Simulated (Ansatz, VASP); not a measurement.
## Two plane-wave programs on Ga

```
CELL_PARAMETERS angstrom
0.00000 2.11834 2.11834
2.11834 0.00000 2.11834
2.11834 2.11834 0.00000
ATOMIC_POSITIONS crystal
Ga 0.00000 0.00000 0.00000
```

Alike in both runs: functional PBE; k mesh 8 × 8 × 8; occupations gaussian, width 0.1 eV; no spin polarisation.

Ansatz relaxed the structure, and its values are those at the end. VASP's run is a single point on that final structure, the one shown.

|  | VASP | Ansatz |
| --- | --- | --- |
| version | VASP 6.6.1 | Ansatz 0.2.0 |
| potentials or method | VASP PAW PBE potentials, release 64 (Ga_d), cutoff 500 eV | scalar-relativistic, plane waves, PAW |
| valence electrons in the cell | 13 | 13 |

```tsv
	VASP	Ansatz	Ansatz less VASP
gap on the k mesh at the Fermi level (eV)	none	none	-
pressure (GPa)	0.1	0.1	-0.03
```

A gap of «none» marks a metal or a gap that the smearing closes.
